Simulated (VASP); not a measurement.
# SnO in VASP: a series of runs, part 2 of 2

VASP 6.6.1.

## 3. Single point, PBE+D3(BJ)

This run uses another cell than the first one.

File INCAR:

```
  PREC = Accurate
  ENCUT = 1000
  EDIFF = 1E-6
  ISMEAR = 0
  SIGMA = 0.05
  LREAL = F
  LASPH = T
  NELM = 120
  ALGO = Normal
  ISIF = 2
  LWAVE = F
  LCHARG = F
  LDIPOL = T
  IDIPOL = 3
  DIPOL = 0.5 0.5 0.500
  GGA = PE
  IVDW = 12
  NBANDS = 28
  GGA_COMPAT = F
  NELMDL = -8
```

File KPOINTS:

```
regular mesh
0
Gamma
  9 9 1
```

File POSCAR:

```
SnO
1.0
    3.8229331869      0.0006220849      0.0000000000
   -0.0006124869      3.8229331884      0.0000000000
    0.0000000000      0.0000000000     22.3277038194
Sn O
2 2
Direct
    0.7628183966      0.2371816034      0.4471140696
    0.2628184015      0.7371815985      0.5528858642
    0.2625786055      0.2374214035      0.5000000331
    0.7625785965      0.7374213945      0.5000000331
```

Potentials or basis: VASP PAW PBE potentials, release 64 (Sn_d, O_h).

Run with:

```bash
> cat potpaw_PBE.64/Sn_d/POTCAR potpaw_PBE.64/O_h/POTCAR > POTCAR
> mpirun -np 1 vasp_std > vasp.out
```

OUTCAR:

```text
PREC = Accurate
   ENCUT = 1000
   EDIFF = 1E-6
   ISMEAR = 0
   LREAL = F
   LASPH = T
   NELM = 120
   ISIF = 2
   GGA = PE
   IVDW = 12
   NELMDL = -8
 IVDW          = 12

 ion  position               nearest neighbor table
   1  0.763  0.237  0.447-   4 2.25   3 2.25   4 2.25   3 2.25   2 3.59   2 3.59   2 3.59   2 3.59

   2  0.263  0.737  0.553-   3 2.25   4 2.25   3 2.25   4 2.25   1 3.59   1 3.59   1 3.59   1 3.59

   3  0.263  0.237  0.500-   2 2.25   1 2.25   2 2.25   1 2.25
   4  0.763  0.737  0.500-   2 2.25   1 2.25   2 2.25   1 2.25

  LATTYP: Found a simple tetragonal cell.
 ALAT       =     3.8229332375
 C/A-ratio  =     5.8404639663

  Lattice vectors:

 A1 = (   3.8229331869,   0.0006220849,   0.0000000000)
 A2 = (  -0.0006124869,   3.8229331884,   0.0000000000)
 A3 = (   0.0000000000,   0.0000000000,  22.3277038194)

Analysis of symmetry for initial positions (statically):
=====================================================================
 Subroutine PRICEL returns:
 Original cell was already a primitive cell.

 Routine SETGRP: Setting up the symmetry group for a
 simple tetragonal supercell.

 Subroutine GETGRP returns: Found  4 space group operations
 (whereof  2 operations were pure point group operations)
 out of a pool of 16 trial point group operations.

The static configuration has the point symmetry C_1h.
 The point group associated with its full space group is C_2v.

Analysis of symmetry for dynamics (positions and initial velocities):
=====================================================================
 Subroutine PRICEL returns:
 Original cell was already a primitive cell.

 Routine SETGRP: Setting up the symmetry group for a
 simple tetragonal supercell.

 Subroutine GETGRP returns: Found  4 space group operations
 (whereof  2 operations were pure point group operations)
 out of a pool of 16 trial point group operations.

The dynamic configuration has the point symmetry C_1h.
 The point group associated with its full space group is C_2v.

 Subroutine INISYM returns: Found  4 space group operations
 (whereof  2 operations are pure point group operations),
[... 125 lines left out ...]
   LHFCALC =     F    Hartree Fock is set to
   AEXX    =    0.0000 exact exchange contribution
   IVDW    =    12    specifies the selected vdW correction
   LEPSILON=     F    determine dielectric tensor
   LRPA    =     F    only Hartree local field effects (RPA)
 non-spin polarized calculation
 Gauss-broadening in eV      SIGMA  =   0.05
  energy-cutoff  :     1000.00
  volume of cell :      326.32
 maximum number of plane-waves:     23466
   NGX = 19   NGY = 19   NGZ =115

 number of electron      39.9999993 magnetization

 dipolmoment           0.000000      0.000000      0.000001 electrons x Angstroem

 Free energy of the ion-electron system (eV)
  ---------------------------------------------------
  ext. energy  EPLUGINS =         0.00000000
  ---------------------------------------------------
  free energy    TOTEN  =       -22.59371727 eV

  energy without entropy =      -22.59371727  energy(sigma->0) =      -22.59371727

 E-fermi :  -2.6310     XC(G=0):  -2.8490

 val. band max:       -2.8983487500   @ k =  -0.1111   0.2222   0.0000
 cond. band min:       0.1800204602   @ k =  -0.4444   0.4444   0.0000
 fundamental gap:      3.0783692102
 Fermi energy:        -2.6309503138

 k-point     1 :       0.0000    0.0000    0.0000
  band No.  band energies     occupation
      1     -23.4805      2.00000
      2     -23.1210      2.00000
      3     -23.0836      2.00000
      4     -23.0836      2.00000
      5     -23.0683      2.00000
      6     -23.0386      2.00000
[... 733 lines left out ...]
     27       4.4770      0.00000
     28       4.5200      0.00000

 [... further k-points ...]

------------------------ aborting loop because EDIFF is reached ----------------------------------------

 vacuum level on the upper side and lower side of the slab       (xc-potential included)        -0.007        -0.007

 Edisp (eV)   -0.54817

 E8    (eV) :    -0.2478

  FORCE on cell =-STRESS in cart. coord.  units (eV):
  Direction    XX          YY          ZZ          XY          YZ          ZX
  --------------------------------------------------------------------------------------
  -------------------------------------------------------------------------------------
  Total       0.08707     0.08707     0.18613    -0.00009     0.00000    -0.00000
  in kB       0.42753     0.42753     0.91388    -0.00043     0.00000    -0.00000
  external pressure =        0.59 kB  Pullay stress =        0.00 kB

 VOLUME and BASIS-vectors are now :
 -----------------------------------------------------------------------------
  energy-cutoff  :     1000.00
  volume of cell :      326.32
      direct lattice vectors                 reciprocal lattice vectors
     3.822933187  0.000622085  0.000000000     0.261579244  0.000041909  0.000000000
    -0.000612487  3.822933188  0.000000000    -0.000042565  0.261579244  0.000000000
     0.000000000  0.000000000 22.327703819     0.000000000  0.000000000  0.044787409

 POSITION                                       TOTAL-FORCE (eV/Angst)
 -----------------------------------------------------------------------------------
      2.91606      0.90720      9.98303        -0.003120      0.003118     -0.085893
      1.00429      2.81836     12.34467        -0.003120      0.003118      0.085893
      1.00368      0.90781     11.16385         0.003120     -0.003118      0.000000
      2.91484      2.81959     11.16385         0.003120     -0.003118      0.000000
 -----------------------------------------------------------------------------------
    total drift:                                0.000151     -0.000151     -0.002454

  FREE ENERGIE OF THE ION-ELECTRON SYSTEM (eV)
  ---------------------------------------------------
  free  energy   TOTEN  =       -23.1418873195 eV

  energy  without entropy=      -23.1418873195  energy(sigma->0) =      -23.14188732

 vacuum level on the upper side and lower side of the slab         2.490         2.489
```

OSZICAR:

```text
N       E                     dE             d eps       ncg     rms          rms(c)
DAV:   1     0.460151303369E+03    0.46015E+03   -0.23722E+04  1444   0.199E+03
DAV:   2     0.937275934954E+02   -0.36642E+03   -0.35339E+03  1616   0.398E+02
DAV:   3    -0.165660369515E+02   -0.11029E+03   -0.10814E+03  2368   0.181E+02
[... 16 lines left out ...]
DAV:  20    -0.225936801252E+02   -0.38663E-04   -0.11517E-06  1344   0.586E-03    0.189E-03
DAV:  21    -0.225937079210E+02   -0.27796E-04   -0.11088E-06  1276   0.102E-02    0.885E-04
DAV:  22    -0.225937145013E+02   -0.65803E-05   -0.24822E-07  1356   0.516E-03    0.387E-04
DAV:  23    -0.225937170924E+02   -0.25911E-05   -0.11695E-07  1268   0.162E-03    0.455E-04
DAV:  24    -0.225937172654E+02   -0.17304E-06   -0.19280E-08  1356   0.164E-03
   1 F= -.23141887E+02 E0= -.23141887E+02  d E =-.134117E-14
```

stdout:

```text
POSCAR found type information on POSCAR SnO
 POSCAR found :  2 types and       4 ions
 scaLAPACK will be used
 LDA part: xc-table for (Slater+PW92), standard interpolation
 POSCAR, INCAR and KPOINTS ok, starting setup
 FFT: planning ... GRIDC
 FFT: planning ... GRID_SOFT
 FFT: planning ... GRID
 WAVECAR not read
 entering main loop
```

Run time: 12 min. Hardware: 1 thread of Intel Xeon Platinum 8488C (Sapphire Rapids), shared host; peak memory 1.1 GiB.

Results:

* Free energy: -23.1419 eV
* Largest force: 0.086 eV/Å
* Band gap on the k mesh: 3.08 eV (least direct gap 3.13 eV)
* Dispersion energy per atom: -0.137 eV

Forces in eV/Å, atoms in the order of the input:
```
Sn  -0.003  0.003 -0.086
Sn  -0.003  0.003  0.086
O    0.003 -0.003  0.000
O    0.003 -0.003  0.000
```

Caveat: spin-orbit coupling is left out, which moves the levels of the heavy elements.
